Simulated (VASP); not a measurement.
# BAs5 (F-43m) in VASP: notebook, part 2 of 2

VASP 6.6.1.

## (4) Relaxation of cell and atoms, PBE

Contents of INCAR:

```
SYSTEM = BAs5
PREC = Accurate
ENCUT = 600
EDIFF = 1E-7
ISMEAR = 0
SIGMA = 0.1
LREAL = .False.
LASPH = .True.
NELM = 80
ALGO = Normal
ISIF = 3
LWAVE = .False.
LCHARG = .False.
GGA = PE
IBRION = 2
NSW = 90
EDIFFG = -0.04
```

Contents of KPOINTS:

```
regular mesh
0
Gamma
  4 4 4
  0 0 0
```

Contents of POSCAR:

```
BAs5
1.0
    0.0000000000      4.0260626700      4.0260626700
    4.0260626700      0.0000000000      4.0260626700
    4.0260626700      4.0260626700      0.0000000000
B As
1 5
Direct
    0.0000000000      0.0000000000      0.0000000000
    0.7500000000      0.7500000000      0.7500000000
    0.5969491100      0.5969491100      0.5969491100
    0.5969491100      0.5969491100      0.2091526600
    0.5969491100      0.2091526600      0.5969491100
    0.2091526600      0.5969491100      0.5969491100
```

Potentials or basis: VASP PAW PBE potentials, release 64 (B, As).

Started as:

```sh
cat potpaw_PBE.64/B/POTCAR potpaw_PBE.64/As/POTCAR > POTCAR
mpirun -np 1 vasp_std > vasp.out
```

OUTCAR:

```text
SYSTEM = BAs5
   PREC = Accurate
   ENCUT = 600
   EDIFF = 1E-7
   ISMEAR = 0
   LREAL = .False.
   LASPH = .True.
   NELM = 80
   ISIF = 3
   GGA = PE
   IBRION = 2
   NSW = 90
   EDIFFG = -0.04

 ion  position               nearest neighbor table
   1  0.000  0.000  0.000-
   2  0.750  0.750  0.750-   4 2.13   5 2.13   6 2.13   3 2.13
   3  0.597  0.597  0.597-   2 2.13   4 2.21   5 2.21   6 2.21
   4  0.597  0.597  0.209-   2 2.13   3 2.21   5 2.21   6 2.21
   5  0.597  0.209  0.597-   2 2.13   3 2.21   4 2.21   6 2.21
   6  0.209  0.597  0.597-   2 2.13   3 2.21   4 2.21   5 2.21

  LATTYP: Found a face centered cubic cell.
 ALAT       =     8.0521253400

  Lattice vectors:

 A1 = (   0.0000000000,   4.0260626700,   4.0260626700)
 A2 = (   4.0260626700,   0.0000000000,   4.0260626700)
 A3 = (   4.0260626700,   4.0260626700,   0.0000000000)

Analysis of symmetry for initial positions (statically):
=====================================================================
 Subroutine PRICEL returns:
 Original cell was already a primitive cell.

 Routine SETGRP: Setting up the symmetry group for a
 face centered cubic supercell.

 Subroutine GETGRP returns: Found 24 space group operations
 (whereof 24 operations were pure point group operations)
 out of a pool of 48 trial point group operations.

The static configuration has the point symmetry T_d .

[... 191 lines left out ...]
--------------------------------------- Ionic step        2  -------------------------------------------

 number of electron      28.0000004 magnetization

 E-fermi :  -1.0194     XC(G=0):  -6.1655

 val. band max:       -1.0477081790   @ k =   0.0000   0.0000   0.0000
 cond. band min:      -0.9928877939   @ k =   0.0000   0.0000   0.0000
 fundamental gap:      0.0548203851
 Fermi energy:        -1.0193798153

 k-point     1 :       0.0000    0.0000    0.0000
  band No.  band energies     occupation
      1     -13.7163      2.00000
      2     -10.7836      2.00000
      3     -10.7836      2.00000
      4     -10.7836      2.00000
      5      -9.6030      2.00000
      6      -6.5856      2.00000
[... 230 lines left out ...]
  FREE ENERGIE OF THE ION-ELECTRON SYSTEM (eV)
  ---------------------------------------------------
  free  energy   TOTEN  =       -20.3909866112 eV

  energy  without entropy=      -20.3611015978  energy(sigma->0) =      -20.37604410

[... ionic steps 4 to 9 ...]

--------------------------------------- Ionic step       10  -------------------------------------------

 number of electron      27.9999994 magnetization

------------------------ aborting loop because EDIFF is reached ----------------------------------------
[... 75 lines left out ...]
--------------------------------------- Ionic step       12  -------------------------------------------

 number of electron      27.9999995 magnetization

 Free energy of the ion-electron system (eV)
  ---------------------------------------------------
  ext. energy  EPLUGINS =         0.00000000
  ---------------------------------------------------
  free energy    TOTEN  =       -21.55211298 eV

  energy without entropy =      -21.51702323  energy(sigma->0) =      -21.53456810

 E-fermi :   0.6345     XC(G=0):  -6.9260

 val. band max:        0.5391575492   @ k =  -0.2500   0.2500   0.0000
 cond. band min:       0.6945440035   @ k =   0.0000   0.0000   0.0000
 fundamental gap:      0.1553864544
 Fermi energy:         0.6345158039

 k-point     1 :       0.0000    0.0000    0.0000
  band No.  band energies     occupation
      1     -13.3251      2.00000
      2     -10.3831      2.00000
      3      -9.2047      2.00000
      4      -9.2047      2.00000
      5      -9.2047      2.00000
      6      -5.1294      2.00000
[... 190 lines left out ...]
  FREE ENERGIE OF THE ION-ELECTRON SYSTEM (eV)
  ---------------------------------------------------
  free  energy   TOTEN  =       -21.5521129779 eV

  energy  without entropy=      -21.5170232283  energy(sigma->0) =      -21.53456810

 reached required accuracy - stopping structural energy minimisation
```

OSZICAR:

```text
N       E                     dE             d eps       ncg     rms          rms(c)
DAV:   1     0.157185152103E+03    0.15719E+03   -0.12743E+04   288   0.148E+03
DAV:   2    -0.188622411258E+01   -0.15907E+03   -0.15637E+03   382   0.214E+02
DAV:   3    -0.128407235111E+02   -0.10954E+02   -0.10769E+02   350   0.594E+01
[... 159 lines left out ...]
DAV:   5    -0.215521135862E+02    0.13374E-04   -0.10994E-04   414   0.438E-02    0.136E-02
DAV:   6    -0.215521137864E+02   -0.20024E-06   -0.12631E-05   400   0.168E-02    0.970E-03
DAV:   7    -0.215521132276E+02    0.55889E-06   -0.42423E-06   358   0.918E-03    0.180E-03
DAV:   8    -0.215521130526E+02    0.17493E-06   -0.51124E-07   326   0.364E-03    0.768E-04
DAV:   9    -0.215521129779E+02    0.74706E-07   -0.12063E-07   170   0.206E-03
  12 F= -.21552113E+02 E0= -.21534568E+02  d E =-.356629E-02
```

CONTCAR:

```text
BAs5
   1.00000000000000
     0.0000000000000000    4.8382173910894259    4.8382173910894259
     4.8382173910894259    0.0000000000000000    4.8382173910894259
     4.8382173910894259    4.8382173910894259    0.0000000000000000
  B               As
     1     5
Direct
     0.0000000000000000    0.0000000000000000    0.0000000000000000
     0.7500000000000000    0.7500000000000000    0.7500000000000000
     0.5949145548853590    0.5949145548853590    0.5949145548853590
     0.5949145548853590    0.5949145548853590    0.2152563253439153
     0.5949145548853590    0.2152563253439153    0.5949145548853590
     0.2152563253439153    0.5949145548853590    0.5949145548853590

  0.00000000E+00  0.00000000E+00  0.00000000E+00
  0.00000000E+00  0.00000000E+00  0.00000000E+00
  0.00000000E+00  0.00000000E+00  0.00000000E+00
  0.00000000E+00  0.00000000E+00  0.00000000E+00
  0.00000000E+00  0.00000000E+00  0.00000000E+00
  0.00000000E+00  0.00000000E+00  0.00000000E+00
```

Run time: 3.1 min. Hardware: 1 thread of Intel Xeon 6975P-C (Granite Rapids), shared host; peak memory 0.32 GiB.

What came out:

- Free energy: -21.5521 eV
- Relaxed volume: 37.75 Å³/atom
- Relaxed cell: a = 6.842 Å, b = 6.842 Å, c = 6.842 Å, α = 60.00°, β = 60.00°, γ = 60.00°
- Space group after relaxing (to 0.05 Å): F-43m (No. 216)
- Energy gained by relaxing: 1458.5 meV/atom
- Ionic steps: 12
- Pressure after relaxing: 0.0 GPa
- Band gap on the k mesh: zero (band 14 reaches 0.71 eV, above the bottom of band 15 at 0.54 eV)

Step by step:
```
step  energy change (eV)  largest force (eV/Å)  pressure (GPa)  volume (Å³)
   1              0.0000                4.9605           47.23       130.52
   2             -5.8869                1.0713           -3.81       293.00
   3             -7.5897                2.5377            3.12       202.96
   4             -7.5756                2.4238            1.23       214.39
   5             -7.5947                2.4754            1.91       209.86
   6             -8.3700                1.3558           -1.29       227.95
   7             -8.5419                0.8281           -2.35       243.14
   8             -8.7305                0.4314            0.55       226.04
   9             -8.7473                0.0709           -0.21       229.52
  10             -8.7473                0.0963           -0.15       229.25
  11             -8.7497                0.0549           -0.09       228.04
  12             -8.7509                0.0014           -0.01       226.51
```

Final structure:
```cif
data_structure
_symmetry_space_group_name_H-M 'P 1'
_symmetry_Int_Tables_number 1
_cell_length_a 6.8423
_cell_length_b 6.8423
_cell_length_c 6.8423
_cell_angle_alpha 60.000
_cell_angle_beta 60.000
_cell_angle_gamma 60.000
_cell_volume 226.51
loop_
_atom_site_label
_atom_site_type_symbol
_atom_site_fract_x
_atom_site_fract_y
_atom_site_fract_z
_atom_site_occupancy
B1 B 0.00000 0.00000 0.00000 1
As1 As 0.75000 0.75000 0.75000 1
As2 As 0.59491 0.59491 0.59491 1
As3 As 0.59491 0.59491 0.21526 1
As4 As 0.59491 0.21526 0.59491 1
As5 As 0.21526 0.59491 0.59491 1
```

Levels at points of the mesh, in eV from the Fermi level:
| k point | band 10 | band 11 | band 12 | band 13 | band 14 | band 15 | band 16 | band 17 | band 18 |
| --- | --- | --- | --- | --- | --- | --- | --- | --- | --- |
| (0.00, 0.00, 0.00) | -2.04 | -1.95 | -1.95 | 0.06 | 0.06 | 0.06 | 0.83 | 0.83 | 0.83 |
| (0.50, 0.00, 0.00) | -2.30 | -1.95 | -1.95 | -0.50 | -0.50 | 0.07 | 0.46 | 0.47 | 0.47 |
| (0.50, 0.50, 0.00) | -2.35 | -1.92 | -1.54 | -1.50 | -1.50 | 0.08 | 0.46 | 0.46 | 1.01 |

Caveat: the volume moved by over 15 % at a fixed basis, so the end points are rough.

## (5) Overview

```csv
task,cell,cutoff (eV),gap on the mesh (eV),pressure (GPa)
single point,"a = 5.694 Å, angles 60.0°, 6 atoms",520,none,47.2
single point,"a = 6.849 Å, angles 60.0°, 6 atoms",520,none,-0.1
relaxation of cell and atoms,"relaxed from a = 5.694 Å, angles 60.0°, 6 atoms",600,none,0.0
```

Alike in all rows: level PBE; potentials or basis VASP PAW PBE potentials, release 64 (B, As); no spin polarisation; k mesh 4 × 4 × 4; smearing gaussian 0.1 eV.

Caveats: forces of over 1 eV/Å act on the atoms, so gaps and moduli don't describe the material at rest (some runs); the volume moved by over 15 % at a fixed basis, so the end points are rough (some runs).

Absolute energies hang on the potentials; compare differences alone.
